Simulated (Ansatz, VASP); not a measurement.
**Si in VASP and in Ansatz**

```
Si
1.0
     3.84753    0.00000    0.00000
    -1.92376    3.33205    0.00000
     0.00000    0.00000   18.44160
Si
4
Direct
  0.33333 0.66667 0.26954
  0.66667 0.33333 0.24401
  0.11111 0.88889 0.49950
  0.77778 0.22222 0.47397
```

Alike in both runs: task single point; functional PBE; dispersion D3(BJ); k mesh 9 × 9 × 1; occupations gaussian, width 0.1 eV; no spin polarisation.

|  | VASP | Ansatz |
| --- | --- | --- |
| version | VASP 6.6.1 | Ansatz 0.2.0 |
| potentials or method | VASP PAW PBE potentials, release 64 (Si), cutoff 520 eV | scalar-relativistic, plane waves, PAW |
| valence electrons in the cell | 16 | 16 |

Ansatz gave:

```
gap on the k mesh at the Fermi level (eV) : 0.26
least direct gap on the mesh (eV)         : 0.26
rms of the force components (eV/Å)        : 0.077
```

Task: Estimate VASP's values.

Result: gap on the k mesh at the Fermi level (eV): 0.26; least direct gap on the mesh (eV): 0.26; rms of the force components (eV/Å): 0.076.

Atom by atom the forces differ by 0.003 eV/Å (rms over components).
